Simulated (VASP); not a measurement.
# Rb (Im-3m) in VASP: a series of runs

Runs on Rb. Level: PBE. Tasks: single point.

All numbers are computed with VASP 6.6.1; they aren't measurements. Logs are shortened: lines on timing, memory, paths and dates and some standing lists are left out, and cuts for length are marked.

## Step 1: The cell of the first run

The structure is cubic, space group Im-3m (No. 229). The conventional cell has a = 5.435 Å, b = 5.435 Å, c = 5.435 Å, α = 90.00°, β = 90.00°, γ = 90.00°.

## Step 2: Single point, PBE (volume scaled by 0.88)

Contents of INCAR:

```
ALGO = Normal ; EDIFF = 1E-7
ENCUT = 520 ; GGA = PE
ISIF = 2 ; ISMEAR = -1
LASPH = True ; LCHARG = True
LELF = True ; LREAL = False
LVHAR = True ; LWAVE = False
NBANDS = 10 ; NELM = 100
PREC = Accurate ; SIGMA = 0.1
```

Contents of KPOINTS:

```
k-points
0
Gamma
  13 13 13
```

Contents of POSCAR:

```
Rb
1.0
   -2.7176022380      2.7176022380      2.7176022380
    2.7176022380     -2.7176022380      2.7176022380
    2.7176022380      2.7176022380     -2.7176022380
Rb
1
Direct
    0.0000000000      0.0000000000      0.0000000000
```

Potentials or basis: VASP PAW PBE potentials, release 64 (Rb_sv).

Started as:

```console
$ cat potpaw_PBE.64/Rb_sv/POTCAR > POTCAR
$ mpirun -np 1 vasp_std > vasp.out
```

OUTCAR:

```text
EDIFF = 1E-7
   ENCUT = 520
   GGA = PE
   ISIF = 2
   ISMEAR = -1
   LASPH = True
   LREAL = False
   NELM = 100
   PREC = Accurate

 ion  position               nearest neighbor table
   1  0.000  0.000  0.000-

  LATTYP: Found a body centered cubic cell.
 ALAT       =     5.4352044760

  Lattice vectors:

 A1 = (  -2.7176022380,   2.7176022380,   2.7176022380)
 A2 = (   2.7176022380,  -2.7176022380,   2.7176022380)
 A3 = (   2.7176022380,   2.7176022380,  -2.7176022380)

Analysis of symmetry for initial positions (statically):
=====================================================================
 Subroutine PRICEL returns:
 Original cell was already a primitive cell.

 Routine SETGRP: Setting up the symmetry group for a
 body centered cubic supercell.

 Subroutine GETGRP returns: Found 48 space group operations
 (whereof 48 operations were pure point group operations)
 out of a pool of 48 trial point group operations.

The static configuration has the point symmetry O_h .

Analysis of symmetry for dynamics (positions and initial velocities):
=====================================================================
 Subroutine PRICEL returns:
 Original cell was already a primitive cell.

 Routine SETGRP: Setting up the symmetry group for a
 body centered cubic supercell.

 Subroutine GETGRP returns: Found 48 space group operations
 (whereof 48 operations were pure point group operations)
 out of a pool of 48 trial point group operations.

The dynamic configuration has the point symmetry O_h .

 Subroutine INISYM returns: Found 48 space group operations
 (whereof 48 operations are pure point group operations),
 and found     1 'primitive' translations

----------------------------------------------------------------------------------------

                                     Primitive cell

  volume of cell :      80.2819

  direct lattice vectors                    reciprocal lattice vectors
    -2.717602238  2.717602238  2.717602238     0.000000000  0.183985718  0.183985718
     2.717602238 -2.717602238  2.717602238     0.183985718  0.000000000  0.183985718
     2.717602238  2.717602238 -2.717602238     0.183985718  0.183985718  0.000000000

  length of vectors
     4.707025151  4.707025151  4.707025151     0.260195098  0.260195098  0.260195098

  position of ions in fractional coordinates (direct lattice)
     0.000000000  0.000000000  0.000000000

  ion indices of the primitive-cell ions
   primitive index   ion index
                 1           1

----------------------------------------------------------------------------------------

 KPOINTS: k-points

Automatic generation of k-mesh.
 Grid dimensions read from file:
 generate k-points for:   13   13   13

 Generating k-lattice:

  Cartesian coordinates                     Fractional coordinates (reciprocal lattice)
     0.000000000  0.014152748  0.014152748     0.076923077  0.000000000  0.000000000
     0.014152748  0.000000000  0.014152748     0.000000000  0.076923077  0.000000000
     0.014152748  0.014152748  0.000000000     0.000000000  0.000000000  0.076923077

  Length of vectors
     0.020015008  0.020015008  0.020015008

  Shift w.r.t. Gamma in fractional coordinates (k-lattice)
     0.000000000  0.000000000  0.000000000

 Subroutine IBZKPT returns following result:
 ===========================================

 Found     84 irreducible k-points:

 Following reciprocal coordinates:
            Coordinates               Weight
  0.000000  0.000000  0.000000      1.000000
  0.076923  0.000000  0.000000     12.000000
  0.153846  0.000000  0.000000     12.000000
  0.230769  0.000000  0.000000     12.000000
  0.307692  0.000000  0.000000     12.000000
  0.384615  0.000000  0.000000     12.000000
[... 16 lines left out ...]
  0.153846  0.076923  0.076923     24.000000
  0.230769  0.076923  0.076923     24.000000
 [... further k-points ...]
   k-points           NKPTS =     84   k-points in BZ     NKDIM =     84   number of bands    NBANDS=     10
   number of dos      NEDOS =    301   number of ions     NIONS =      1
   total plane-waves  NPLWV =  46656
   dimension x,y,z NGX =    36 NGY =   36 NGZ =   36
   dimension x,y,z NGXF=    72 NGYF=   72 NGZF=   72
   ions per type =               1
   NGX,Y,Z   is equivalent  to a cutoff of  12.71, 12.71, 12.71 a.u.
   NGXF,Y,Z  is equivalent  to a cutoff of  25.43, 25.43, 25.43 a.u.
 SYSTEM =  unknown system
   PREC   = accura    normal or accurate (medium, high low for compatibility)
   ISTART =      0    job   : 0-new  1-cont  2-samecut
   ICHARG =      2    charge: 1-file 2-atom 10-const
   ISPIN  =      1    spin polarized calculation?
   LNONCOLLINEAR =      F non collinear calculations
   LSORBIT =      F    spin-orbit coupling
   LASPH  =      T    aspherical Exc in radial PAW
   ENCUT  =  520.0 eV  38.22 Ry    6.18 a.u.   8.75  8.75  8.75*2*pi/ulx,y,z
   NELM   =    100;   NELMIN=  2; NELMDL= -5     # of ELM steps
   EDIFF  = 0.1E-06   stopping-criterion for ELM
   LREAL  =      F    real-space projection
   EDIFFG = 0.1E-05   stopping-criterion for IOM
   NSW    =      0    number of steps for IOM
   IBRION =     -1    ionic relax: 0-MD 1-quasi-New 2-CG
   NFREE  =      0    steps in history (QN), initial steepest desc. (CG)
   ISIF   =      2    stress and relaxation
   ISYM   =      2    0-nonsym 1-usesym 2-fastsym
   POTIM  = 0.5000    time-step for ionic-motion
   TEBEG  =    0.0;   TEEND  =   0.0 temperature during run
   PSTRESS=    0.0 pullay stress
   NELECT =       9.0000    total number of electrons
   NUPDOWN=      -1.0000    fix difference up-down
   EMIN   =  10.00;   EMAX   =-10.00  energy-range for DOS
   EFERMI =   0.00;   METHOD = LEGACY
   ISMEAR =    -1;   SIGMA  =   0.10  broadening in eV -4-tet -1-fermi 0-gaus
   EFERMI_NEDOS =   21; number of points for ismear=-14 and -15
   IALGO  =     38    algorithm
   IMIX   =      4    mixing-type and parameters
     AMIX     =   0.40;   BMIX     =  1.00
     AMIX_MAG =   1.60;   BMIX_MAG =  1.00
  volume/ion in A,a.u.               =      80.28       541.77
  Fermi-wavevector in a.u.,A,eV,Ry     =   0.789375  1.491702  8.477956  0.623112
  Thomas-Fermi vector in A             =   1.894504
   LORBIT       =      0    0 simple, 1 ext, 2 COOP (PROOUT), +10 PAW based schemes
   GGA     = PE    functional components
   LHFCALC =     F    Hartree Fock is set to
   AEXX    =    0.0000 exact exchange contribution
   IVDW    =     0    specifies the selected vdW correction
   LEPSILON=     F    determine dielectric tensor
   LRPA    =     F    only Hartree local field effects (RPA)
 non-spin polarized calculation
  energy-cutoff  :      520.00
  volume of cell :       80.28
 maximum number of plane-waves:      2194
   NGX = 17   NGY = 17   NGZ = 17

 number of electron       9.0000000 magnetization

 Free energy of the ion-electron system (eV)
  ---------------------------------------------------
  ext. energy  EPLUGINS =         0.00000000
  ---------------------------------------------------
  free energy    TOTEN  =        -0.93723652 eV

  energy without entropy =       -0.90844917  energy(sigma->0) =       -0.92284285

 E-fermi :   0.3172     XC(G=0):  -5.7774

 val. band max:        0.3114070611   @ k =  -0.3077   0.3077   0.3077
 cond. band min:       0.3355572499   @ k =  -0.3846   0.4615   0.0769
 fundamental gap:      0.0241501888
 Fermi energy:         0.3171939654

 k-point     1 :       0.0000    0.0000    0.0000
  band No.  band energies     occupation
      1     -28.5332      2.00000
      2     -12.5595      2.00000
      3     -12.5595      2.00000
      4     -12.5595      2.00000
      5      -1.8295      2.00000
      6       4.1051      0.00000
      7       4.1051      0.00000
      8       4.1051      0.00000
      9       5.1289      0.00000
     10       5.1289      0.00000

 k-point     2 :       0.0769    0.0000    0.0000
  band No.  band energies     occupation
      1     -28.5327      2.00000
      2     -12.5682      2.00000
      3     -12.5623      2.00000
      4     -12.5595      2.00000
      5      -1.7507      2.00000
      6       3.9957      0.00000
      7       3.9961      0.00000
      8       4.1802      0.00000
      9       4.9522      0.00000
     10       5.0991      0.00000

 k-point     3 :       0.1538    0.0000    0.0000
  band No.  band energies     occupation
      1     -28.5315      2.00000
      2     -12.5921      2.00000
      3     -12.5699      2.00000
      4     -12.5596      2.00000
      5      -1.5197      2.00000
      6       3.5811      0.00000
      7       3.7391      0.00000
      8       4.4036      0.00000
      9       4.8402      0.00000
     10       5.0481      0.00000

 k-point     4 :       0.2308    0.0000    0.0000
  band No.  band energies     occupation
      1     -28.5298      2.00000
      2     -12.6254      2.00000
      3     -12.5807      2.00000
      4     -12.5597      2.00000
      5      -1.1520      2.00000
      6       2.9909      0.00000
      7       3.4499      0.00000
      8       4.7690      0.00000
      9       4.9207      0.00000
     10       5.0413      0.00000
[... 222 lines left out ...]
 k-point    22 :       0.0769    0.0769    0.0769
  band No.  band energies     occupation
      1     -28.5308      2.00000
      2     -12.6088      2.00000
      3     -12.5657      2.00000
      4     -12.5657      2.00000
      5      -1.3697      2.00000
      6       3.4235      0.00000
      7       3.4235      0.00000
      8       4.5728      0.00000
      9       5.0199      0.00000
     10       5.0199      0.00000

 k-point    23 :       0.1538    0.0769    0.0769
  band No.  band energies     occupation
      1     -28.5293      2.00000
      2     -12.6368      2.00000
      3     -12.5769      2.00000
      4     -12.5663      2.00000
      5      -1.0081      2.00000
      6       2.9224      0.00000
      7       3.1289      0.00000
      8       4.8790      0.00000
      9       5.0600      0.00000
     10       5.2008      0.00000

 k-point    24 :       0.2308    0.0769    0.0769
  band No.  band energies     occupation
      1     -28.5276      2.00000
      2     -12.6637      2.00000
      3     -12.5912      2.00000
      4     -12.5670      2.00000
      5      -0.5348      1.99960
      6       2.3898      0.00000
      7       2.8977      0.00000
      8       5.0797      0.00000
      9       5.2643      0.00000
     10       5.3490      0.00000

 [... further k-points ...]

------------------------ aborting loop because EDIFF is reached ----------------------------------------

  FORCE on cell =-STRESS in cart. coord.  units (eV):
  Direction    XX          YY          ZZ          XY          YZ          ZX
  --------------------------------------------------------------------------------------
  -------------------------------------------------------------------------------------
  Total        0.2237742      0.2237742      0.2237742      0.0000000     -0.0000000      0.0000000
  in kB        4.4658386      4.4658386      4.4658386      0.0000000     -0.0000000      0.0000000
  external PRESSURE =       4.4658386 kB  Pullay stress =       0.0000000 kB

 VOLUME and BASIS-vectors are now :
 -----------------------------------------------------------------------------
  energy-cutoff  :      520.00
  volume of cell :       80.28
      direct lattice vectors                 reciprocal lattice vectors
    -2.717602238  2.717602238  2.717602238     0.000000000  0.183985718  0.183985718
     2.717602238 -2.717602238  2.717602238     0.183985718  0.000000000  0.183985718
     2.717602238  2.717602238 -2.717602238     0.183985718  0.183985718  0.000000000

 POSITION                                       TOTAL-FORCE (eV/Angst)
 -----------------------------------------------------------------------------------
      0.00000      0.00000      0.00000         0.000000      0.000000     -0.000000
 -----------------------------------------------------------------------------------
    total drift:                               -0.000000      0.000000      0.000000

  FREE ENERGIE OF THE ION-ELECTRON SYSTEM (eV)
  ---------------------------------------------------
  free  energy   TOTEN  =        -0.9372365212 eV

  energy  without entropy=       -0.9084491745  energy(sigma->0) =       -0.92284285
```

Run time: 61 s. Hardware: 1 thread of Intel Xeon Platinum 8259CL at 2.50GHz (Skylake/Cascade Lake), shared host; peak memory 0.23 GiB.

Results:

```yaml
Free_energy: -0.9372 eV
Pressure: 0.4 GPa
```

Levels at points of the mesh, in eV from the Fermi level:
```
           k point  band 2  band 3  band 4  band 5  band 6  band 7
(0.00, 0.00, 0.00)  -12.88  -12.88  -12.88   -2.15    3.79    3.79
```

## Step 3: Single point, PBE (volume scaled by 0.92)

Contents of INCAR:

```
SYSTEM = Rb
PREC = Accurate ; ENCUT = 520
EDIFF = 1E-6 ; ISMEAR = -1
SIGMA = 0.1 ; LREAL = .False.
LASPH = .True. ; NELM = 80
ALGO = Normal ; ISIF = 2
LWAVE = .False. ; LCHARG = .False.
GGA = PE ; NBANDS = 10
```

Contents of KPOINTS:

```
Automatic mesh
0
Gamma
  13 13 13
  0 0 0
```

Contents of POSCAR:

```
Rb
1.0
   -2.7581694463      2.7581694463      2.7581694463
    2.7581694463     -2.7581694463      2.7581694463
    2.7581694463      2.7581694463     -2.7581694463
Rb
1
Direct
    0.0000000000      0.0000000000      0.0000000000
```

Potentials or basis: VASP PAW PBE potentials, release 64 (Rb_sv).

Started as:

```console
$ cat potpaw_PBE.64/Rb_sv/POTCAR > POTCAR
$ mpirun -np 1 vasp_std > vasp.out
```

Run time: 53 s. Hardware: 1 thread of Intel Xeon Platinum 8259CL at 2.50GHz (Skylake/Cascade Lake), shared host; peak memory 0.23 GiB.

Results (log left out):

```yaml
Free_energy: -0.9454 eV
Pressure: 0.3 GPa
```

Levels at points of the mesh, in eV from the Fermi level:
```csv
k point,band 1,band 2,band 3,band 4,band 5,band 6,band 7,band 8,band 9
"(0.00, 0.00, 0.00)",-28.87,-12.90,-12.90,-12.90,-2.08,3.75,3.75,3.75,4.74
```

## Step 4: Single point, PBE (volume scaled by 0.96)

Contents of INCAR:

```
SYSTEM = Rb
PREC = Accurate ; ENCUT = 520
EDIFF = 1E-6 ; ISMEAR = -1
SIGMA = 0.1 ; LREAL = .FALSE.
LASPH = .TRUE. ; NELM = 100
ALGO = Normal ; ISIF = 2
LWAVE = .FALSE. ; LCHARG = .FALSE.
GGA = PE ; NBANDS = 10
```

Contents of KPOINTS:

```
regular mesh
0
G
  13 13 13
  0 0 0
```

Contents of POSCAR:

```
Rb
1.0
   -2.7975771911      2.7975771911      2.7975771911
    2.7975771911     -2.7975771911      2.7975771911
    2.7975771911      2.7975771911     -2.7975771911
Rb
1
Direct
    0.0000000000      0.0000000000      0.0000000000
```

Potentials or basis: VASP PAW PBE potentials, release 64 (Rb_sv).

Started as:

```console
$ cat potpaw_PBE.64/Rb_sv/POTCAR > POTCAR
$ mpirun -np 1 vasp_std > vasp.out
```

OUTCAR:

```text
SYSTEM = Rb
   PREC = Accurate
   ENCUT = 520
   EDIFF = 1E-6
   ISMEAR = -1
   LREAL = .FALSE.
   LASPH = .TRUE.
   NELM = 100
   ISIF = 2
   GGA = PE

 ion  position               nearest neighbor table
   1  0.000  0.000  0.000-

  LATTYP: Found a body centered cubic cell.
 ALAT       =     5.5951543822

  Lattice vectors:

 A1 = (  -2.7975771911,   2.7975771911,   2.7975771911)
 A2 = (   2.7975771911,  -2.7975771911,   2.7975771911)
 A3 = (   2.7975771911,   2.7975771911,  -2.7975771911)

Analysis of symmetry for initial positions (statically):
=====================================================================
 Subroutine PRICEL returns:
 Original cell was already a primitive cell.

 Routine SETGRP: Setting up the symmetry group for a
 body centered cubic supercell.

 Subroutine GETGRP returns: Found 48 space group operations
 (whereof 48 operations were pure point group operations)
 out of a pool of 48 trial point group operations.

The static configuration has the point symmetry O_h .

Analysis of symmetry for dynamics (positions and initial velocities):
=====================================================================
[... 156 lines left out ...]

 val. band max:        0.0937970539   @ k =  -0.3077   0.3077   0.3077
 cond. band min:       0.1220921308   @ k =  -0.3846   0.4615   0.0769
 fundamental gap:      0.0282950769
 Fermi energy:         0.1014072252

 k-point     1 :       0.0000    0.0000    0.0000
  band No.  band energies     occupation
      1     -28.7835      2.00000
      2     -12.8217      2.00000
      3     -12.8217      2.00000
      4     -12.8217      2.00000
      5      -1.9235      2.00000
      6       3.8143      0.00000
      7       3.8143      0.00000
      8       3.8143      0.00000
      9       4.7739      0.00000
     10       4.7739      0.00000
[... 287 lines left out ...]
 k-point    24 :       0.2308    0.0769    0.0769
  band No.  band energies     occupation
      1     -28.7798      2.00000
      2     -12.8991      2.00000
      3     -12.8455      2.00000
      4     -12.8271      2.00000
      5      -0.7161      1.99944
      6       2.1468      0.00000
      7       2.6611      0.00000
      8       4.6377      0.00000
      9       4.8704      0.00000
     10       4.9764      0.00000

 [... further k-points ...]
[... 5 lines left out ...]
  --------------------------------------------------------------------------------------
  -------------------------------------------------------------------------------------
  Total        0.0671393      0.0671393      0.0671393      0.0000000      0.0000000      0.0000000
  in kB        1.2282349      1.2282349      1.2282349      0.0000000      0.0000000      0.0000000
  external PRESSURE =       1.2282349 kB  Pullay stress =       0.0000000 kB

 VOLUME and BASIS-vectors are now :
 -----------------------------------------------------------------------------
  energy-cutoff  :      520.00
  volume of cell :       87.58
      direct lattice vectors                 reciprocal lattice vectors
    -2.797577191  2.797577191  2.797577191     0.000000000  0.178726078  0.178726078
     2.797577191 -2.797577191  2.797577191     0.178726078  0.000000000  0.178726078
     2.797577191  2.797577191 -2.797577191     0.178726078  0.178726078  0.000000000

 POSITION                                       TOTAL-FORCE (eV/Angst)
 -----------------------------------------------------------------------------------
      0.00000      0.00000      0.00000         0.000000     -0.000000     -0.000000
 -----------------------------------------------------------------------------------
    total drift:                               -0.000000      0.000000      0.000000

  FREE ENERGIE OF THE ION-ELECTRON SYSTEM (eV)
  ---------------------------------------------------
  free  energy   TOTEN  =        -0.9497869582 eV

  energy  without entropy=       -0.9202745993  energy(sigma->0) =       -0.93503078
```

OSZICAR:

```text
N       E                     dE             d eps       ncg     rms          rms(c)
DAV:   1     0.445557539680E+02    0.44556E+02   -0.33279E+03  1680   0.668E+02
DAV:   2     0.203557997416E+01   -0.42520E+02   -0.41579E+02  1856   0.127E+02
DAV:   3    -0.812534463996E+00   -0.28481E+01   -0.28419E+01  2168   0.338E+01
DAV:   4    -0.946036912704E+00   -0.13350E+00   -0.13327E+00  2444   0.612E+00
DAV:   5    -0.948472095895E+00   -0.24352E-02   -0.24349E-02  2232   0.725E-01    0.129E+00
DAV:   6    -0.948839750122E+00   -0.36765E-03   -0.20012E-03  2336   0.256E-01    0.778E-01
DAV:   7    -0.949668311816E+00   -0.82856E-03   -0.32969E-03  1964   0.327E-01    0.481E-02
DAV:   8    -0.949776319432E+00   -0.10801E-03   -0.13045E-04  1972   0.894E-02    0.182E-02
DAV:   9    -0.949787139289E+00   -0.10820E-04   -0.10532E-05  2218   0.250E-02    0.493E-03
DAV:  10    -0.949786958207E+00    0.18108E-06   -0.36286E-06  2172   0.105E-02
   1 F= -.94978696E+00 E0= -.93503078E+00  d E =-.295124E-01
```

Run time: 56 s. Hardware: 1 thread of Intel Xeon Platinum 8259CL at 2.50GHz (Skylake/Cascade Lake), shared host; peak memory 0.23 GiB.

What came out:

* Free energy: -0.9498 eV
* Pressure: 0.1 GPa

## Step 5: Summary

| cell | gap on the mesh (eV) | pressure (GPa) |
| --- | --- | --- |
| a = 4.707 Å, angles 109.5°, 1 atom | none | 0.4 |
| a = 4.777 Å, angles 109.5°, 1 atom | none | 0.3 |
| a = 4.846 Å, angles 109.5°, 1 atom | none | 0.1 |

Alike in all rows: task single point; level PBE; potentials or basis VASP PAW PBE potentials, release 64 (Rb_sv); no spin polarisation; k mesh 13 × 13 × 13; cutoff (eV) 520; smearing fermi-dirac 0.1 eV.

Absolute energies hang on the potentials; compare differences alone.
